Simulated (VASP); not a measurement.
Input of a VASP 6.6.1 run:

File INCAR:

```
SYSTEM = TiAl3
  PREC = Accurate
  ENCUT = 600
  EDIFF = 1E-6
  ISMEAR = 0
  SIGMA = 0.1
  LREAL = .FALSE.
  LASPH = .TRUE.
  NELM = 80
  ALGO = Normal
  ISIF = 3
  LWAVE = .FALSE.
  LCHARG = .FALSE.
  IBRION = 2
  NSW = 100
  EDIFFG = -0.002
```

KPOINTS

```
Automatic mesh
0
G
  8 8 8
  0 0 0
```

File POSCAR:

```
TiAl3
1.0
    3.9556712500      0.0000000000      0.0000000000
    0.0000000000      3.9556712500      0.0000000000
    0.0000000000      0.0000000000      3.9556712500
Ti Al
1 3
Direct
    0.0000000000      0.0000000000      0.0000000000
    0.5000000000      0.5000000000      0.0000000000
    0.5000000000      0.0000000000      0.5000000000
    0.0000000000      0.5000000000      0.5000000000
```

Potentials or basis: VASP PAW LDA potentials, release 64 (Ti_sv, Al).

Launch:

```bash
$ cat potpaw_LDA.64/Ti_sv/POTCAR potpaw_LDA.64/Al/POTCAR > POTCAR
$ mpirun -np 1 vasp_std > vasp.out
```

(1) Predict the space group after relaxing (to 0.05 Å).

(2) Predict the relaxed volume.

(3) Estimate the relaxed cell.

Results:

(1) Pm-3m (No. 221).

(2) 14.98 Å³/atom.

(3) a = 3.913 Å, b = 3.913 Å, c = 3.913 Å, α = 90.00°, β = 90.00°, γ = 90.00°.
